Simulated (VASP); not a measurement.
AlGa3As4, 8 atoms in the cell. It takes space group Pmm2 (No. 25, orthorhombic). The conventional cell has a = 4.013 Å, b = 8.021 Å, c = 5.664 Å, α = 90.00°, β = 90.00°, γ = 90.00°. Al (site symmetry mm2) has 4 As at 2.45 to 2.46 Å within 3.2 Å. Within 3.2 Å of As (site symmetry mm2) lie 2 Al at 2.45 Å and 2 Ga at 2.46 Å. Within 3.2 Å of As (site symmetry m) lie 3 Ga at 2.45 to 2.46 Å and 1 Al at 2.46 Å. Within 3.2 Å of As (site symmetry mm2) lie 4 Ga at 2.45 to 2.46 Å. Ga (site symmetry m) has 4 As at 2.45 to 2.46 Å within 3.2 Å. Within 3.2 Å of Ga (site symmetry mm2) lie 4 As at 2.45 to 2.46 Å. 

* Program: VASP 6.6.1
* Task: single point
* Functional: PBE
* Potentials or basis: VASP PAW PBE potentials, release 64 (Al, As, Ga_d)
* Cutoff: 520 eV
* k mesh: 6 × 4 × 4
* Occupations: fermi-dirac, width 0.02 eV
* Spin: no spin polarisation
* Dipole correction: no
* Further INCAR settings: ALGO = Normal; EDIFF = 1e-06; NBANDS = 41

Potentials or basis: VASP PAW PBE potentials, release 64 (Al, As, Ga_d).

Run with:

```bash
$ cat potpaw_PBE.64/Al/POTCAR potpaw_PBE.64/As/POTCAR potpaw_PBE.64/Ga_d/POTCAR > POTCAR
$ mpirun -np 1 vasp_std > vasp.out
```

Hardware: 1 thread of Intel(R) Xeon(R) 6975P-C (Granite Rapids), with other jobs on the host.

Task: How long does it take, and how much memory?

Result: Run time: 110 s on 1 thread of Intel(R) Xeon(R) 6975P-C (Granite Rapids) (shared host), peak memory 0.4 GiB. Counts: scf iterations 14, k points 36.
